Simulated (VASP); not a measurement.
Write the native input for VASP 6.6.1 that does the following.

* Task: single point
* Functional: r2SCAN
* Potentials or basis: VASP PAW PBE potentials, release 64 (Ca_sv, O_h)
* Cutoff: 910 eV
* k mesh: 8 × 8 × 8
* Occupations: gaussian, width 0.02 eV
* Spin: no spin polarisation
* Dipole correction: no
* Further INCAR settings: ALGO = Normal; EDIFF = 1e-06; NBANDS = 15

Crystal: CaO.

```xyz
2
Lattice="0.0000 2.4155 2.4155 2.4155 0.0000 2.4155 2.4155 2.4155 0.0000" Properties=species:S:1:pos:R:3 pbc="T T T"
Ca    0.0000    0.0000    0.0000
O     2.4155    2.4155    2.4155
```

These files were run (other wordings do the same):

POSCAR

```
CaO
1.0
    0.0000000000      2.4154929568      2.4154929568
    2.4154929568      0.0000000000      2.4154929568
    2.4154929568      2.4154929568      0.0000000000
Ca O
1 1
Direct
    0.0000000000      0.0000000000      0.0000000000
    0.5000000000      0.5000000000      0.5000000000
```

INCAR.step1

```
SYSTEM = CaO
PREC     = Accurate       ! precision mode
ENCUT    = 910            ! plane-wave cutoff, eV
ISMEAR   = 0              ! smearing method
SIGMA    = 0.02           ! smearing width, eV
LREAL    = .False.        ! projectors in reciprocal space
LASPH    = .True.         ! aspherical terms in the spheres
NELM     = 120            ! most SCF steps
NBANDS   = 15             ! bands
GGA      = PE             ! functional
ALGO     = Normal         ! electronic algorithm
EDIFF    = 1E-5           ! SCF threshold, eV
LWAVE    = .True.         ! write WAVECAR
LCHARG   = .False.        ! write CHGCAR
GGA_COMPAT= .False.
```

INCAR.step2

```
SYSTEM = CaO
PREC     = Accurate       ! precision mode
ENCUT    = 910            ! plane-wave cutoff, eV
EDIFF    = 1E-6           ! SCF threshold, eV
ISMEAR   = 0              ! smearing method
SIGMA    = 0.02           ! smearing width, eV
LREAL    = .False.        ! projectors in reciprocal space
LASPH    = .True.         ! aspherical terms in the spheres
NELM     = 120            ! most SCF steps
ALGO     = Normal         ! electronic algorithm
ISIF     = 2              ! what is computed and relaxed
LWAVE    = .False.        ! write WAVECAR
LCHARG   = .False.        ! write CHGCAR
METAGGA  = R2SCAN         ! meta-GGA
LMIXTAU  = .True.       
NBANDS   = 15             ! bands
ISTART   = 1            
GGA_COMPAT= .False.
```

KPOINTS

```
Automatic mesh
0
Gamma
  8 8 8
  0 0 0
```

Potentials or basis: VASP PAW PBE potentials, release 64 (Ca_sv, O_h).

The run is started by

```sh
$ cat potpaw_PBE.64/Ca_sv/POTCAR potpaw_PBE.64/O_h/POTCAR > POTCAR
$ cp INCAR.step1 INCAR
$ mpirun -np 1 vasp_std > vasp.out
$ cp INCAR.step2 INCAR
$ mpirun -np 1 vasp_std > vasp.out
```

Results of the run:

```
Pressure               : -1.7 GPa
Band gap on the k mesh : 4.20 eV (least direct gap 4.57 eV)
```

Caveat: the cutoff is under 1.25 times the usual one of these potentials, so pressure, stress and relaxed cells hold a basis-set (Pulay) error; the PAW data sets were made with another functional, which shifts forces and pressure a little.

Wall time 4.1 min on 1 thread of AMD EPYC 7R43 64-Core Processor (Zen 3), with other jobs on the host, peak memory 0.19 GiB.
